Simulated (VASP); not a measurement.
Crystal: CoO.

```
Co O
1.0
     1.48512    0.85744    2.40695
    -1.48512    0.85744    2.40695
     0.00000   -1.71487    2.40695
Co O
1 1
Cartesian
  0.0000 0.0000 0.0000
  0.0000 0.0000 3.6104
```

Base run:

- Program: VASP 6.6.1
- Functional: PBE
- Potentials or basis: VASP PAW PBE potentials, release 64 (Co, O)
- Cutoff: 520 eV
- k mesh: 11 × 11 × 11
- Occupations: fermi-dirac, width 0.05 eV
- Spin: collinear spin, ferromagnetic start
- Starting moments: [2.0, 0.0] μB

Its results: pressure 6.7 GPa; net moment 2.77 μB per cell; site moments Co +2.46; O +0.27 μB.

Problem. After a change of settings the same cell gave: pressure -16.0 GPa; net moment 2.38 μB per cell; site moments Co +2.12; O +0.21 μB. Which change was it?
A. functional from PBE to PBEsol; further incar settings from ALGO = Normal; EDIFF = 1e-06; NBANDS = 18 to ALGO = Normal; EDIFF = 1e-07; NBANDS = 18
B. functional from PBE to r2SCAN
C. functional from PBE to r2SCAN; further incar settings from ALGO = Normal; EDIFF = 1e-06; NBANDS = 18 to ALGO = Normal; EDIFF = 1e-07; NBANDS = 18
D. functional from PBE to LDA; potentials or basis from VASP PAW PBE potentials, release 64 (Co, O) to VASP PAW LDA potentials, release 64 (Co, O)

Solution. D.

Caveats: a cell with one magnetic atom can't hold antiferromagnetic order, which such compounds often take.
